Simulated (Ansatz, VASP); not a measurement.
Two plane-wave programs on MgO

INCAR

```
PREC = Accurate ; ENCUT = 600
EDIFF = 1E-7 ; ISMEAR = 0
SIGMA = 0.02 ; LREAL = False
LASPH = True ; NELM = 120
ALGO = Normal ; ISIF = 3
LWAVE = False ; LCHARG = False
GGA = PE ; IVDW = 12
IBRION = 2 ; NSW = 70
EDIFFG = -0.02 ; GGA_COMPAT = False
NELMIN = 4
```

KPOINTS

```
Automatic mesh
0
Gamma
  10 10 10
```

POSCAR

```
MgO
1.0
    0.0000000000      2.1266795351      2.1266795351
    2.1266795351      0.0000000000      2.1266795351
    2.1266795351      2.1266795351      0.0000000000
Mg O
1 1
Direct
    0.0000000000      0.0000000000      0.0000000000
    0.5000000000      0.5000000000      0.5000000000
```

Input for Ansatz:

```yaml
crystal:
  lattice:
    - [0.0, 2.1266795356, 2.1266795356]
    - [2.1266795356, 0.0, 2.1266795356]
    - [2.1266795356, 2.1266795356, 0.0]
  atoms:
    - { symbol: Mg, position: [0.0, 0.0, 0.0] }
    - { symbol: O, position: [0.5, 0.5, 0.5] }
basis:
  ecutwfc: 420
kpoints:
  mp_grid: { grid: [10, 10, 10] }
hamiltonian:
  xc: pbe
  dispersion: d3bj
scf:
  occupations: { method: gaussian, width: 0.02 }
output:
  forces: true
  stress: true
  eigenvalues: true
relax:
  adjacent_minimum: "off"
  f_tol: 0.02
  max_steps: 50
  cell: { stress_tol: 0.1 }
```

Alike in both runs: task relaxation of cell and atoms; functional PBE; dispersion D3(BJ); k mesh 10 × 10 × 10; occupations gaussian, width 0.02 eV; no spin polarisation.

|  | VASP | Ansatz |
| --- | --- | --- |
| version | VASP 6.6.1 | Ansatz 0.2.0 |
| potentials or method | VASP PAW PBE potentials, release 64 (Mg, O), cutoff 600 eV | scalar-relativistic, plane waves, PAW |
| valence electrons in the cell | 8 | 16 |

VASP gave:

| Property | Result |
| --- | --- |
| gap on the k mesh at the Fermi level, each at its own relaxed structure (eV) | 4.82 |
| relaxed volume (Å³/atom) | 9.25 |
| relaxed cell length with the largest relative difference (Å) | 2.969 |

Problem. What did Ansatz give for the same quantities?

Solution. gap on the k mesh at the Fermi level, each at its own relaxed structure (eV): 4.77; relaxed volume (Å³/atom): 9.31; relaxed cell length with the largest relative difference (Å): 2.975.

VASP's potentials hold 8 valence electrons a cell and Ansatz's 16, so a difference there can come from the potentials and not from the codes.
